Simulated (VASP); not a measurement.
Here is a VASP 6.6.1 calculation.

The input INCAR:

```
SYSTEM = Zr32CN30
PREC = Accurate
ENCUT = 520
EDIFF = 1E-6
ISMEAR = -1
SIGMA = 0.02
LREAL = Auto
LASPH = .TRUE.
NELM = 60
ALGO = Normal
ISIF = 2
LWAVE = .FALSE.
LCHARG = .FALSE.
GGA = PE
NBANDS = 306
NELECT = 536.0
```

File KPOINTS:

```
Automatic mesh
0
G
  1 1 1
  0 0 0
```

File POSCAR:

```
Zr32CN30
1.0
    9.2200000000      0.0000000000      0.0000000000
    0.0000000000      9.2200000000      0.0000000000
    0.0000000000      0.0000000000      9.2200000000
Zr N C
32 30 1
Direct
    0.5000891726     -0.0019781039      0.0010418887
    0.7491701255      0.2496774789      0.0002986246
    0.7459136377     -0.0053258066      0.2541372643
    0.0006401214     -0.0018816067      0.0004132717
    0.2508588412      0.2496725041      0.0004740905
    0.5000816902      0.5013430450      0.0010474011
    0.7481661583      0.7496681666      0.0014399824
    0.2536831891     -0.0052620320      0.2534894965
    0.4999522425      0.2496650102      0.2510122734
    0.7459032478      0.5046811727      0.2541488053
    0.5002794079     -0.0058093268      0.5000470066
    0.7486712280      0.2496520587      0.4998277917
    0.7451937142     -0.0058512757      0.7449818609
    0.0006410214      0.5012208022      0.0004074691
    0.2513774768      0.7496700892      0.0036719415
    0.0007023210      0.2496882810      0.2506511035
    0.2537021698      0.5046355277      0.2534976435
    0.4999215884      0.7496906894      0.2530030759
    0.0012288064     -0.0019777152      0.4998804406
    0.2512693162      0.2496492879      0.4997925118
    0.5002592262      0.5052088251      0.5000402973
    0.7424959398      0.7496940481      0.4997001861
    0.2543986214     -0.0053907146      0.7456702998
    0.5000379502      0.2496397494      0.7484061891
    0.7451583345      0.5052125245      0.7449625202
    0.0038639620      0.7496668010      0.2511123414
    0.0012158639      0.5013672092      0.4998836432
    0.2533190026      0.7497132922      0.4997060038
    0.0004997022      0.2496866035      0.7489643917
    0.2544351670      0.5047399190      0.7456418959
    0.4999312336      0.7496885296      0.7422337466
    0.0015876942      0.7496546500      0.7479396223
    0.7493667930      0.2496692081      0.2505261276
   -0.0009786053      0.4995275975      0.2508146017
   -0.0001105463      0.2496683906      0.5002733764
    0.2505967041      0.2496836192      0.2503545993
    0.5005563547      0.4956661609      0.2473036978
    0.7547154862      0.7496739435      0.2468604198
   -0.0009669245     -0.0001773201      0.2508327545
    0.5006386123      0.2496996300      0.5004478538
    0.7542824564      0.4958669181      0.4994297834
   -0.0023304956      0.7496856927      0.5011603674
    0.7495213734      0.2496693161      0.7492955390
   -0.0000130501      0.5002477800      0.7492542845
    0.0000305312      0.2496591063     -0.0001971294
    0.5005557182      0.0036736357      0.2473226221
    0.2474759786      0.4956320427      0.5003178503
    0.7542582841      0.0034407737      0.4994342078
    0.2507216577      0.2496646706      0.7491871300
    0.4996888343      0.4958695318      0.7540981402
    0.7550417037      0.7496751380      0.7548418498
   -0.0000111209     -0.0008959509      0.7492480747
    0.5003832776      0.2496636516     -0.0003448696
    0.7494835087      0.5002658648     -0.0002288007
   -0.0012376315      0.7496565101     -0.0014732584
    0.2474666215      0.0036767494      0.5003226902
    0.2469820707      0.7496711380      0.7545363876
    0.4996998806      0.0034476545      0.7540928990
    0.2510341689      0.4995117904     -0.0011924173
    0.5013332513      0.7496638165     -0.0026650482
    0.7494757731     -0.0009196795     -0.0002272003
    0.2510413694     -0.0001557490     -0.0011981681
    0.2492345907      0.7496898850      0.2490016543
```

Potentials or basis: VASP PAW PBE potentials, release 64 (Zr_sv, N, C).

The run is started by

```console
$ cat potpaw_PBE.64/Zr_sv/POTCAR potpaw_PBE.64/N/POTCAR potpaw_PBE.64/C/POTCAR > POTCAR
$ mpirun -np 1 vasp_gam > vasp.out
```

Problem. What does it give for the largest force?

Solution. 0.029 eV/Å.

Forces on the atoms (eV/Å):
```
Zr   0.000  0.000  0.006
Zr   0.004  0.000 -0.003
Zr  -0.003 -0.001  0.000
Zr   0.003 -0.002  0.004
Zr  -0.002  0.000 -0.004
Zr   0.001 -0.003  0.005
Zr   0.001 -0.001 -0.005
Zr  -0.002  0.006 -0.005
Zr   0.000  0.000 -0.001
Zr  -0.004  0.001  0.000
Zr   0.001 -0.003  0.001
Zr  -0.004  0.000  0.001
Zr   0.001  0.001  0.000
Zr   0.003  0.002  0.004
Zr  -0.001  0.000 -0.004
Zr  -0.004 -0.001 -0.003
Zr  -0.004 -0.007 -0.004
Zr  -0.007 -0.001  0.003
Zr   0.003 -0.001  0.002
Zr  -0.006  0.001 -0.002
Zr   0.003 -0.001  0.001
Zr  -0.006 -0.002  0.004
Zr  -0.003  0.003 -0.002
Zr   0.001  0.002  0.002
Zr   0.001 -0.003 -0.001
Zr  -0.001  0.000  0.003
Zr   0.007 -0.004  0.001
Zr  -0.003 -0.004 -0.009
Zr  -0.001 -0.001  0.005
Zr  -0.006 -0.003 -0.001
Zr   0.005 -0.001 -0.005
Zr  -0.001  0.001  0.002
N    0.002  0.001 -0.001
N    0.000 -0.001  0.000
N    0.007  0.002 -0.004
N    0.000  0.000  0.004
N    0.001  0.001 -0.003
N    0.002  0.001 -0.001
N   -0.001  0.002 -0.002
N   -0.001  0.000 -0.003
N   -0.004  0.005  0.003
N   -0.004  0.000 -0.008
N    0.000  0.001  0.001
N    0.000  0.000 -0.001
N   -0.001  0.002  0.002
N    0.001 -0.001 -0.005
N   -0.001  0.005  0.002
N   -0.001 -0.002  0.003
N    0.002  0.001 -0.002
N    0.000  0.003 -0.005
N   -0.002  0.000 -0.002
N    0.001 -0.001 -0.001
N    0.006  0.002  0.006
N   -0.002 -0.002  0.000
N    0.005  0.001  0.005
N    0.001 -0.001  0.002
N    0.004  0.000 -0.001
N   -0.001 -0.002 -0.004
N    0.000  0.000 -0.001
N   -0.004  0.001  0.001
N   -0.002  0.001  0.000
N   -0.001 -0.001  0.000
C    0.019  0.002  0.022
```

Caveat: the k points lie up to 0.68 Å⁻¹ apart; the cell carries a net charge on a neutralising background, which shifts energy and pressure.
